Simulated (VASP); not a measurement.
Write the native input for VASP 6.6.1 that does the following.

```
Task                   : single point
Functional             : r2SCAN
Potentials or basis    : VASP PAW PBE potentials, release 64 (W_sv)
Cutoff                 : 520 eV
k mesh                 : 20 × 20 × 20
Occupations            : gaussian, width 0.15 eV
Spin                   : no spin polarisation
Dipole correction      : no
Further INCAR settings : ALGO = Normal; EDIFF = 1e-06; NBANDS = 13
```

The system is W.

```
CELL_PARAMETERS angstrom
0.00000 2.03000 1.98940
2.03000 0.00000 1.98940
2.03000 2.03000 0.00000
ATOMIC_POSITIONS crystal
W 0.00000 0.00000 0.00000
```

This cell differs from its parent crystal: strain -0.0200 x Voigt [0, 0, 1, 0, 0, 0].

One way to write it, as run:

POSCAR

```
W
1.0
    0.0000000000      2.0300000000      1.9894000000
    2.0300000000      0.0000000000      1.9894000000
    2.0300000000      2.0300000000      0.0000000000
W
1
Direct
    0.0000000000      0.0000000000      0.0000000000
```

INCAR.step1

```
SYSTEM = W
PREC = Accurate ; ENCUT = 520
ISMEAR = 0 ; SIGMA = 0.15
LREAL = .False. ; LASPH = .True.
NELM = 60 ; NBANDS = 13
GGA = PE ; ALGO = Normal
EDIFF = 1E-4 ; LWAVE = .True.
LCHARG = .False.
```

INCAR.step2

```
SYSTEM = W
PREC = Accurate ; ENCUT = 520
EDIFF = 1E-6 ; ISMEAR = 0
SIGMA = 0.15 ; LREAL = .False.
LASPH = .True. ; NELM = 60
ALGO = Normal ; ISIF = 2
LWAVE = .False. ; LCHARG = .False.
METAGGA = R2SCAN ; LMIXTAU = .True.
NBANDS = 13 ; ISTART = 1
```

KPOINTS

```
Automatic mesh
0
Gamma
  20 20 20
  0 0 0
```

Potentials or basis: VASP PAW PBE potentials, release 64 (W_sv).

The run is started by

```console
$ cat potpaw_PBE.64/W_sv/POTCAR > POTCAR
$ cp INCAR.step1 INCAR
$ mpirun -np 1 vasp_std > vasp.out
$ cp INCAR.step2 INCAR
$ mpirun -np 1 vasp_std > vasp.out
```

It gave:

```yaml
Pressure: -2.2 GPa
Band_gap_on_the_k_mesh: zero (band 7 reaches 13.65 eV, above the bottom of band 8 at 9.81 eV)
```

Caveat: the cell differs from its parent crystal (strain -0.0200 x Voigt [0, 0, 1, 0, 0, 0]); the PAW data sets were made with another functional, which shifts forces and pressure a little; spin-orbit coupling is left out, which moves the levels of the heavy elements.

Wall time 2.3 min on 1 thread of Intel(R) Xeon(R) 6975P-C (Granite Rapids), with other jobs on the host, peak memory 0.25 GiB.
